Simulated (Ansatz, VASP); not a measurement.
# MgZr2O2 in VASP and in Ansatz

```
CELL_PARAMETERS angstrom
-2.90479 2.90479 3.98800
2.90479 -2.90479 3.98800
2.90479 2.90479 -3.98800
ATOMIC_POSITIONS crystal
Mg 0.50000 0.50000 0.00000
Zr 0.50000 0.00000 0.50000
Zr 0.00000 0.50000 0.50000
O 0.75000 0.25000 0.50000
O 0.25000 0.75000 0.50000
```

Alike in both runs: functional PBE; k mesh 6 × 6 × 6; occupations gaussian, width 0.1 eV; no spin polarisation.

Ansatz relaxed the structure, and its values are those at the end. VASP's run is a single point on that final structure, the one shown.

|  | VASP | Ansatz |
| --- | --- | --- |
| version | VASP 6.6.1 | Ansatz 0.2.0 |
| potentials or method | VASP PAW PBE potentials, release 64 (Mg_sv, Zr_sv, O), cutoff 840 eV | scalar-relativistic, plane waves, PAW |
| valence electrons in the cell | 46 | 46 |

```tsv
	VASP	Ansatz	Ansatz less VASP
gap on the k mesh at the Fermi level (eV)	none	none	-
pressure (GPa)	0.3	0.2	-0.06
```

A gap of «none» marks a metal or a gap that the smearing closes.
